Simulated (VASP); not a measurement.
Set up this calculation in VASP 6.6.1, as the native input.

- Task: single point
- Functional: PBE
- Potentials or basis: VASP PAW PBE potentials, release 64 (In_d, Ga_d, Se)
- Cutoff: 520 eV
- k mesh: 6 × 6 × 10
- Occupations: gaussian, width 0.1 eV
- Spin: no spin polarisation
- Dipole correction: no
- Further INCAR settings: ALGO = Normal; EDIFF = 1e-06; NBANDS = 41

The structure of InGa3Se2 lies in POSCAR:

```
InGa3Se2
1.0
    6.1970746109      0.0000000000      0.0000000000
   -3.0985373055      5.3668240422      0.0000000000
    0.0000000000      0.0000000000      4.4396003184
In Ga Se
1 3 2
Direct
    0.0000000000      0.0000000000      0.9332746474
    0.5000000000      0.5000000000      0.4479945515
    0.5000000000      0.0000000000      0.4479945515
    0.0000000000      0.5000000000      0.4479945515
    0.6666666667      0.3333333333      0.9581893241
    0.3333333333      0.6666666667      0.9581893241
```

The cell was generated, and may not be a known phase.

One way to write it, as run:

INCAR

```
SYSTEM = InGa3Se2
PREC = Accurate
ENCUT = 520
EDIFF = 1E-6
ISMEAR = 0
SIGMA = 0.1
LREAL = .False.
LASPH = .True.
NELM = 60
ALGO = Normal
ISIF = 2
LWAVE = .False.
LCHARG = .False.
GGA = PE
NBANDS = 41
```

KPOINTS

```
regular mesh
0
Gamma
  6 6 10
  0 0 0
```

Potentials or basis: VASP PAW PBE potentials, release 64 (In_d, Ga_d, Se).

Launch:

```bash
$ cat potpaw_PBE.64/In_d/POTCAR potpaw_PBE.64/Ga_d/POTCAR potpaw_PBE.64/Se/POTCAR > POTCAR
$ mpirun -np 1 vasp_std > vasp.out
```

Results of the run:

- Pressure: 0.0 GPa
- Largest force: 0.006 eV/Å
- Band gap on the k mesh: zero (bands 32 and 33 overlap by 1.06 eV)

Caveat: spin-orbit coupling is left out, which moves the levels of the heavy elements.

Wall time 4.7 min on 1 thread of Intel(R) Xeon(R) Platinum 8559C (Emerald Rapids), with other jobs on the host, peak memory 0.41 GiB.
